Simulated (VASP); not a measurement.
# VCrC2 (R-3m) in VASP: further runs

The runs below take VCrC2 through single point, with PBE, PBEsol.

Everything below comes from runs of VASP 6.6.1. Logs are shortened: lines on timing, memory, paths and dates and some standing lists are left out, and cuts for length are marked.

### Step 1. The cell of the first run

The structure is trigonal, space group R-3m (No. 166). Conventional cell: a = 2.921 Å, b = 2.921 Å, c = 14.218 Å, α = 90.00°, β = 90.00°, γ = 120.00°. Cr (site symmetry -3m) has 6 C at 2.05 Å within 2.7 Å. Within 2.7 Å of V (site symmetry -3m) lie 6 C at 2.07 Å. Within 2.7 Å of C (site symmetry 3m) lie 3 Cr at 2.05 Å and 3 V at 2.07 Å.

### Step 2. Single point, PBE, collinear spin, ferromagnetic start

Contents of INCAR:

```
PREC = Accurate
ENCUT = 700
EDIFF = 1E-6
ISMEAR = -1
SIGMA = 0.05
LREAL = False
LASPH = True
NELM = 200
ALGO = Normal
ISIF = 2
LWAVE = False
LCHARG = True
ISPIN = 2
MAGMOM = 2.28 1.52 0 0
LORBIT = 11
NUPDOWN = 3.8
LMAXMIX = 4
GGA = PE
LELF = True
LVHAR = True
NBANDS = 30
GGA_COMPAT = False
```

Contents of KPOINTS:

```
Automatic mesh
0
Gamma
  9 9 9
```

Contents of POSCAR:

```
VCrC2
1.0
    1.4606320425      0.8432963029      4.7393853233
   -1.4606320425      0.8432963029      4.7393853233
    0.0000000000     -1.6865926058      4.7393853233
Cr V C
1 1 2
Direct
    0.5000000000      0.5000000000      0.5000000000
    0.0000000000      0.0000000000      0.0000000000
    0.2487590000      0.2487590000      0.2487590000
    0.7512410000      0.7512410000      0.7512410000
```

Potentials or basis: VASP PAW PBE potentials, release 64 (Cr_sv, V_sv, C).

Run with:

```
> cat potpaw_PBE.64/Cr_sv/POTCAR potpaw_PBE.64/V_sv/POTCAR potpaw_PBE.64/C/POTCAR > POTCAR
> mpirun -np 1 vasp_std > vasp.out
```

OUTCAR:

```text
PREC = Accurate
   ENCUT = 700
   EDIFF = 1E-6
   ISMEAR = -1
   LREAL = False
   LASPH = True
   NELM = 200
   ISIF = 2
   ISPIN = 2
   LORBIT = 11
   NUPDOWN = 3.8
   GGA = PE

 ion  position               nearest neighbor table
   1  0.500  0.500  0.500-   3 2.05   4 2.05   3 2.05   3 2.05   4 2.05   4 2.05
   2  0.000  0.000  0.000-   4 2.07   3 2.07   4 2.07   4 2.07   3 2.07   3 2.07
   3  0.249  0.249  0.249-   1 2.05   1 2.05   1 2.05   2 2.07   2 2.07   2 2.07
   4  0.751  0.751  0.751-   1 2.05   1 2.05   1 2.05   2 2.07   2 2.07   2 2.07

  LATTYP: Found a trigonal (rhomboedric) cell.
 ALAT       =     5.0305434956
 COS(alpha) =     0.8313905832

  Lattice vectors:

 A1 = (   1.4606320425,   0.8432963029,   4.7393853233)
 A2 = (  -1.4606320425,   0.8432963029,   4.7393853233)
 A3 = (   0.0000000000,  -1.6865926058,   4.7393853233)

Analysis of symmetry for initial positions (statically):
=====================================================================
 Subroutine PRICEL returns:
 Original cell was already a primitive cell.

 Routine SETGRP: Setting up the symmetry group for a
 trigonal (rhombohedral) supercell.

 Subroutine GETGRP returns: Found 12 space group operations
 (whereof 12 operations were pure point group operations)
 out of a pool of 12 trial point group operations.

The static configuration has the point symmetry D_3d.

Analysis of symmetry for dynamics (positions and initial velocities):
=====================================================================
 Subroutine PRICEL returns:
 Original cell was already a primitive cell.

 Routine SETGRP: Setting up the symmetry group for a
 trigonal (rhombohedral) supercell.

 Subroutine GETGRP returns: Found 12 space group operations
 (whereof 12 operations were pure point group operations)
 out of a pool of 12 trial point group operations.

The dynamic configuration has the point symmetry D_3d.

Analysis of structural, dynamic, and magnetic symmetry:
=====================================================================
 Subroutine PRICEL returns:
 Original cell was already a primitive cell.

 Routine SETGRP: Setting up the symmetry group for a
 trigonal (rhombohedral) supercell.

 Subroutine GETGRP returns: Found 12 space group operations
 (whereof 12 operations were pure point group operations)
 out of a pool of 12 trial point group operations.

The overall configuration has the point symmetry D_3d.

 Subroutine INISYM returns: Found 12 space group operations
 (whereof 12 operations are pure point group operations),
 and found     1 'primitive' translations

----------------------------------------------------------------------------------------

                                     Primitive cell

  volume of cell :      35.0263

  direct lattice vectors                    reciprocal lattice vectors
     1.460632042  0.843296303  4.739385323     0.342317562  0.197637137  0.070332609
    -1.460632042  0.843296303  4.739385323    -0.342317562  0.197637137  0.070332609
     0.000000000 -1.686592606  4.739385323     0.000000000 -0.395274273  0.070332609

  length of vectors
     5.030543496  5.030543496  5.030543496     0.401482785  0.401482785  0.401482785

  position of ions in fractional coordinates (direct lattice)
     0.500000000  0.500000000  0.500000000
     0.000000000  0.000000000  0.000000000
     0.248759000  0.248759000  0.248759000
     0.751241000  0.751241000  0.751241000

  ion indices of the primitive-cell ions
   primitive index   ion index
                 1           1
                 2           2
                 3           3
                 4           4

----------------------------------------------------------------------------------------

 KPOINTS: Automatic mesh

Automatic generation of k-mesh.
 Grid dimensions read from file:
 generate k-points for:    9    9    9

 Generating k-lattice:

  Cartesian coordinates                     Fractional coordinates (reciprocal lattice)
     0.038035285  0.021959682  0.007814734     0.111111111  0.000000000  0.000000000
    -0.038035285  0.021959682  0.007814734     0.000000000  0.111111111  0.000000000
     0.000000000 -0.043919364  0.007814734     0.000000000  0.000000000  0.111111111

  Length of vectors
     0.044609198  0.044609198  0.044609198

  Shift w.r.t. Gamma in fractional coordinates (k-lattice)
     0.000000000  0.000000000  0.000000000

 Subroutine IBZKPT returns following result:
 ===========================================

 Found     85 irreducible k-points:

 Following reciprocal coordinates:
            Coordinates               Weight
  0.000000  0.000000  0.000000      1.000000
  0.111111 -0.000000 -0.000000      6.000000
  0.222222 -0.000000  0.000000      6.000000
  0.333333 -0.000000  0.000000      6.000000
  0.444444 -0.000000  0.000000      6.000000
  0.111111  0.111111 -0.000000      6.000000
[... 16 lines left out ...]
 -0.333333  0.333333  0.000000      6.000000
  0.444444  0.444444  0.000000      6.000000
 [... further k-points ...]
   k-points           NKPTS =     85   k-points in BZ     NKDIM =     85   number of bands    NBANDS=     30
   number of dos      NEDOS =    301   number of ions     NIONS =      4
   total plane-waves  NPLWV = 110592
   dimension x,y,z NGX =    48 NGY =   48 NGZ =   48
   dimension x,y,z NGXF=    96 NGYF=   96 NGZF=   96
   ions per type =               1   1   2
   NGX,Y,Z   is equivalent  to a cutoff of  15.86, 15.86, 15.86 a.u.
   NGXF,Y,Z  is equivalent  to a cutoff of  31.73, 31.73, 31.73 a.u.
 SYSTEM =  unknown system
   PREC   = accura    normal or accurate (medium, high low for compatibility)
   ISTART =      0    job   : 0-new  1-cont  2-samecut
   ICHARG =      2    charge: 1-file 2-atom 10-const
   ISPIN  =      2    spin polarized calculation?
   LNONCOLLINEAR =      F non collinear calculations
   LSORBIT =      F    spin-orbit coupling
   LASPH  =      T    aspherical Exc in radial PAW
   ENCUT  =  700.0 eV  51.45 Ry    7.17 a.u.  10.85 10.85 10.85*2*pi/ulx,y,z
   NELM   =    200;   NELMIN=  2; NELMDL= -5     # of ELM steps
   EDIFF  = 0.1E-05   stopping-criterion for ELM
   LREAL  =      F    real-space projection
[... 7 lines left out ...]
   TEBEG  =    0.0;   TEEND  =   0.0 temperature during run
   PSTRESS=    0.0 pullay stress
   NELECT =      35.0000    total number of electrons
   NUPDOWN=       3.8000    fix difference up-down
   EMIN   =  10.00;   EMAX   =-10.00  energy-range for DOS
   EFERMI =   0.00;   METHOD = LEGACY
   ISMEAR =    -1;   SIGMA  =   0.05  broadening in eV -4-tet -1-fermi 0-gaus
   EFERMI_NEDOS =   21; number of points for ismear=-14 and -15
   IALGO  =     38    algorithm
   IMIX   =      4    mixing-type and parameters
     AMIX     =   0.40;   BMIX     =  1.00
     AMIX_MAG =   1.60;   BMIX_MAG =  1.00
  volume/ion in A,a.u.               =       8.76        59.09
  Fermi-wavevector in a.u.,A,eV,Ry     =   1.636689  3.092893 36.446605  2.678750
  Thomas-Fermi vector in A             =   2.727953
   LORBIT       =     11    0 simple, 1 ext, 2 COOP (PROOUT), +10 PAW based schemes
   GGA     = PE    functional components
   LHFCALC =     F    Hartree Fock is set to
   AEXX    =    0.0000 exact exchange contribution
   IVDW    =     0    specifies the selected vdW correction
   LEPSILON=     F    determine dielectric tensor
   LRPA    =     F    only Hartree local field effects (RPA)
 spin polarized calculation
  energy-cutoff  :      700.00
  volume of cell :       35.03
 maximum number of plane-waves:      1487
 NGX is ok and might be reduce to    48
   NGX = 21   NGY = 21   NGZ = 21

 number of electron      34.9999999 magnetization       3.7999999

 Free energy of the ion-electron system (eV)
  ---------------------------------------------------
  ext. energy  EPLUGINS =         0.00000000
  ---------------------------------------------------
  free energy    TOTEN  =       -36.36269106 eV

  energy without entropy =      -36.34234773  energy(sigma->0) =      -36.35251940

 E-fermi :  10.0907     XC(G=0): -13.5310

 val. band max:       12.6520742886   @ k =   0.4444   0.4444   0.1111
 cond. band min:      10.0913259378   @ k =  -0.3333   0.3333   0.3333
 fundamental gap:     -2.5607483508
 Fermi energy:        12.6545594002

 spin component 1

 k-point     1 :       0.0000    0.0000    0.0000
  band No.  band energies     occupation
      1     -60.7108      1.00000
      2     -53.0180      1.00000
      3     -32.1268      1.00000
      4     -31.9728      1.00000
      5     -31.9728      1.00000
      6     -26.9353      1.00000
[... 757 lines left out ...]
     28      23.1150      0.00000
     29      25.6532      0.00000

 [... further k-points ...]

 spin component 2

 k-point     1 :       0.0000    0.0000    0.0000
  band No.  band energies     occupation
      1     -58.3109      1.00000
      2     -51.8624      1.00000
      3     -29.8261      1.00000
      4     -29.5891      1.00000
      5     -29.5891      1.00000
      6     -25.7910      1.00000
[... 757 lines left out ...]
     28      23.9889      0.00000
     29      26.6745      0.00000

 [... further k-points ...]

 [bands above 29 left out]

------------------------ aborting loop because EDIFF is reached ----------------------------------------

  FORCE on cell =-STRESS in cart. coord.  units (eV):
  Direction    XX          YY          ZZ          XY          YZ          ZX
  --------------------------------------------------------------------------------------
  -------------------------------------------------------------------------------------
  Total        3.8563591      3.8563591      3.7948956      0.0000000      0.0000000      0.0000000
  in kB      176.3980444    176.3980444    173.5865712      0.0000000      0.0000000      0.0000000
  external PRESSURE =     175.4608867 kB  Pullay stress =       0.0000000 kB

 VOLUME and BASIS-vectors are now :
 -----------------------------------------------------------------------------
  energy-cutoff  :      700.00
  volume of cell :       35.03
      direct lattice vectors                 reciprocal lattice vectors
     1.460632042  0.843296303  4.739385323     0.342317562  0.197637137  0.070332609
    -1.460632042  0.843296303  4.739385323    -0.342317562  0.197637137  0.070332609
     0.000000000 -1.686592606  4.739385323     0.000000000 -0.395274273  0.070332609

 POSITION                                       TOTAL-FORCE (eV/Angst)
 -----------------------------------------------------------------------------------
      0.00000      0.00000      7.10908         0.000000      0.000000     -0.000000
      0.00000      0.00000      0.00000         0.000000      0.000000     -0.000000
      0.00000      0.00000      3.53689         0.000000     -0.000000      0.134451
      0.00000      0.00000     10.68126         0.000000     -0.000000     -0.134451
 -----------------------------------------------------------------------------------
    total drift:                                0.000000      0.000000     -0.000000

  FREE ENERGIE OF THE ION-ELECTRON SYSTEM (eV)
  ---------------------------------------------------
  free  energy   TOTEN  =       -36.3626910598 eV

  energy  without entropy=      -36.3423477336  energy(sigma->0) =      -36.35251940

 total charge

# of ion       s       p       d       tot
------------------------------------------
    1        2.144   6.037   3.659  11.840
    2        2.268   6.321   3.228  11.817
    3        0.900   1.527   0.000   2.427
    4        0.900   1.527   0.000   2.427
--------------------------------------------------
tot          6.213  15.412   6.888  28.512

 magnetization (x)

# of ion       s       p       d       tot
------------------------------------------
    1        0.008   0.015   2.099   2.121
    2        0.005   0.019   1.129   1.153
    3       -0.006   0.042   0.000   0.035
    4       -0.006   0.042   0.000   0.035
--------------------------------------------------
tot          0.001   0.116   3.227   3.344
```

Run time: 13 min. Hardware: 1 thread of Intel Xeon Platinum 8259CL at 2.50GHz (Skylake/Cascade Lake), shared host; peak memory 0.54 GiB.

Results:

```
Free energy                                           : -36.3627 eV
Pressure                                              : 17.5 GPa
Largest force                                         : 0.134 eV/Å
Net moment                                            : 3.80 μB per cell
Site moments                                          : Cr +2.12; V +1.15; C +0.04 μB
Valence electrons inside the program's atomic spheres : Cr 11.84; V 11.82; C 2.43
```

Forces on the atoms (eV/Å):
```
Cr   0.000  0.000  0.000
V    0.000  0.000  0.000
C    0.000  0.000  0.134
C    0.000  0.000 -0.134
```

Caveat: the cell stands under pressure; the total moment is fixed, so each spin has its own Fermi level and the state may be an excited one.

(Continued in part 2 of 2.)
